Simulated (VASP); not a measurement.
Crystal: BaTiO3.

```
CELL_PARAMETERS angstrom
4.15386 0.00000 0.00000
0.00000 4.15386 0.00000
0.00000 0.00000 3.89326
ATOMIC_POSITIONS crystal
Ba 0.00000 0.00000 0.00000
Ti 0.50000 0.50000 0.50000
O 0.50000 0.50000 0.00000
O 0.50000 0.00000 0.50000
O 0.00000 0.50000 0.50000
```

This cell differs from its parent crystal: epitaxial xy strain +4.0%.

Base run:

* Program: VASP 6.6.1
* Functional: r2SCAN
* Potentials or basis: VASP PAW PBE potentials, release 64 (Ba_sv, Ti_sv, O)
* Cutoff: 520 eV
* k mesh: 6 × 6 × 6
* Occupations: gaussian, width 0.01 eV
* Spin: no spin polarisation

Its results: band gap on the k mesh 1.90 eV (least direct gap 2.11 eV); pressure -5.9 GPa.

Problem. The run is repeated on the same cell with these changes: functional from r2SCAN to PBE; occupations from gaussian, width 0.01 eV to fermi-dirac, width 0.02 eV. What comes out?

Solution. Band gap on the k mesh 1.53 eV (least direct gap 1.72 eV); pressure -2.7 GPa.

Caveats: spin-orbit coupling is left out, which moves the levels of the heavy elements; the stress differs along the axes, from -10 to 2 GPa (at least some runs); the PAW data sets were made with another functional, which shifts forces and pressure a little (at least some runs); the stress differs along the axes, from -7 to 5 GPa (at least some runs).

A k mesh can miss the band edges.
